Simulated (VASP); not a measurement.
**GaN: single point with r2SCAN+D4**

Crystal: GaN.

```
CELL_PARAMETERS angstrom
3.15866 0.00000 0.00000
-1.57933 2.73548 0.00000
0.00000 0.00000 5.13133
ATOMIC_POSITIONS crystal
Ga 0.66667 0.33333 0.50000
Ga 0.33333 0.66667 0.00000
N 0.66667 0.33333 0.87500
N 0.33333 0.66667 0.37500
```

| Property | Result |
| --- | --- |
| Program | VASP 6.6.1 |
| Task | single point |
| Functional | r2SCAN |
| Dispersion | D4 |
| Potentials or basis | VASP PAW PBE potentials, release 64 (Ga_d, N) |
| Cutoff | 520 eV |
| k mesh | 10 × 10 × 5 |
| Occupations | fermi-dirac, width 0.05 eV |
| Spin | no spin polarisation |

The pressure is 4.4 GPa, the largest force is 0.146 eV/Å and the band gap on the k mesh is 2.52 eV, direct. The dispersion energy per atom is -0.150 eV.

Forces on the atoms (eV/Å):
```
Ga   0.000  0.000 -0.146
Ga   0.000  0.000 -0.146
N    0.000  0.000  0.146
N    0.000  0.000  0.146
```

Stress tensor (GPa, compression positive):
```
3.71 0.00 0.00
0.00 3.71 0.00
0.00 0.00 5.79
```

Levels at points of the mesh, in eV from the valence-band top:
| k point | band 16 | band 17 | band 18 | band 19 | band 20 | band 21 |
| --- | --- | --- | --- | --- | --- | --- |
| (0.00, 0.00, 0.00) | -0.06 | 0.00 | 0.00 | 2.52 | 4.98 | 10.12 |
| (0.50, 0.00, 0.00) | -2.94 | -2.35 | -1.04 | 5.64 | 6.26 | 6.64 |

Wall time 61 s on 1 thread of Intel(R) Xeon(R) 6975P-C (Granite Rapids) (shared host), peak memory 0.19 GiB.

Caveat: the PAW data sets were made with another functional, which shifts forces and pressure a little. r2SCAN opens gaps a little over a GGA but as a rule still falls short of measured ones.
